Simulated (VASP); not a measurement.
Write the native input for VASP 6.6.1 that does the following.

| Quantity | Value |
| --- | --- |
| Task | single point |
| Functional | LDA |
| Potentials or basis | VASP PAW LDA potentials, release 64 (Se) |
| Cutoff | 520 eV |
| k mesh | 6 × 6 × 5 |
| Occupations | fermi-dirac, width 0.03 eV |
| Spin | no spin polarisation |
| Dipole correction | no |
| Further INCAR settings | ALGO = Normal; EDIFF = 1e-07; NBANDS = 16 |

The structure of Se lies in POSCAR:

```
Se
1.0
    4.3661999489      0.0000000000      0.0000000000
   -2.1830999745      3.7812400738      0.0000000000
    0.0000000000      0.0000000000      5.0526720000
Se
3
Direct
    0.2254000000      0.0000000000      0.3333333333
    0.0000000000      0.2254000000      0.6666666667
    0.7746000000      0.7746000000      0.0000000000
```

This cell differs from its parent crystal: zz strain of +2 %.

The input as run:

INCAR

```
SYSTEM = Se
  PREC = Accurate
  ENCUT = 520
  EDIFF = 1E-7
  ISMEAR = -1
  SIGMA = 0.03
  LREAL = .False.
  LASPH = .True.
  NELM = 80
  ALGO = Normal
  ISIF = 2
  LWAVE = .False.
  LCHARG = .True.
  LELF = .True.
  LVHAR = .True.
  NBANDS = 16
```

KPOINTS

```
Automatic mesh
0
Gamma
  6 6 5
  0 0 0
```

Potentials or basis: VASP PAW LDA potentials, release 64 (Se).

Run with:

```sh
$ cat potpaw_LDA.64/Se/POTCAR > POTCAR
$ mpirun -np 1 vasp_std > vasp.out
```

Results of the run:

| Quantity | Value |
| --- | --- |
| Pressure | -2.5 GPa |
| Largest force | 0.044 eV/Å |
| Band gap on the k mesh | 1.22 eV, indirect (least direct gap 1.23 eV) |

Caveat: the cell differs from its parent crystal (zz strain of +2 %).

Run time: 10 s on 1 thread of Intel(R) Xeon(R) 6975P-C (Granite Rapids) (shared host), peak memory 0.17 GiB.
